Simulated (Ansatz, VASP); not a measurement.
Nb in VASP and in Ansatz

POSCAR

```
Nb
1.0
   -1.6639500000      1.6639500000      1.7471475000
    1.6639500000     -1.6639500000      1.7471475000
    1.6639500000      1.6639500000     -1.7471475000
Nb
1
Direct
    0.0000000000      0.0000000000      0.0000000000
```

Contents of INCAR.step1:

```
SYSTEM = Nb
ALGO = Normal ; EDIFF = 1E-4
ENCUT = 520 ; GGA = PE
ISMEAR = 0 ; LASPH = .TRUE.
LCHARG = .FALSE. ; LREAL = .FALSE.
LWAVE = .TRUE. ; NBANDS = 12
NELM = 100 ; PREC = Accurate
SIGMA = 0.15
```

File INCAR.step2:

```
SYSTEM = Nb
ALGO = Normal ; EDIFF = 1E-6
ENCUT = 520 ; ISIF = 2
ISMEAR = 0 ; ISTART = 1
LASPH = .TRUE. ; LCHARG = .TRUE.
LELF = .TRUE. ; LMIXTAU = .TRUE.
LREAL = .FALSE. ; LVHAR = .TRUE.
LWAVE = .FALSE. ; METAGGA = R2SCAN
NBANDS = 12 ; NELM = 100
PREC = Accurate ; SIGMA = 0.15
```

The input KPOINTS:

```
k-points
0
G
  20 20 20
  0 0 0
```

Input for Ansatz:

```yaml
crystal:
  lattice:
    - [-1.66395, 1.66395, 1.7471475]
    - [1.66395, -1.66395, 1.7471475]
    - [1.66395, 1.66395, -1.7471475]
  atoms:
    - { symbol: Nb, position: [0.0, 0.0, 0.0] }
basis:
  ecutwfc: 500
kpoints:
  mp_grid: { grid: [20, 20, 20] }
hamiltonian:
  xc: r2scan
scf:
  occupations: { method: gaussian, width: 0.15 }
output:
  forces: true
  stress: true
  eigenvalues: true
```

Change from the starting cell: strain +0.000 along x and y, +0.050 along z, atoms carried along.

Alike in both runs: task single point; functional r2SCAN; k mesh 20 × 20 × 20; occupations gaussian, width 0.15 eV; no spin polarisation.

|  | VASP | Ansatz |
| --- | --- | --- |
| version | VASP 6.6.1 | Ansatz 0.2.0 |
| potentials or method | VASP PAW PBE potentials, release 64 (Nb_sv), cutoff 520 eV | scalar-relativistic, plane waves, PAW |
| valence electrons in the cell | 13 | 13 |

Ansatz gave:

| Item | Value |
| --- | --- |
| gap on the k mesh at the Fermi level (eV) | none |
| pressure (GPa) | -10.7 |
| traceless stress, the component that is largest in VASP (GPa) | -3.09 |

**Question.** What did VASP give for the same quantities?

**Answer.** gap on the k mesh at the Fermi level (eV): none; pressure (GPa): -10.8; traceless stress, the component that is largest in VASP (GPa): -3.08.

VASP's potentials were made for PBE, not for r2SCAN. A gap of «none» marks a metal or a gap that the smearing closes.
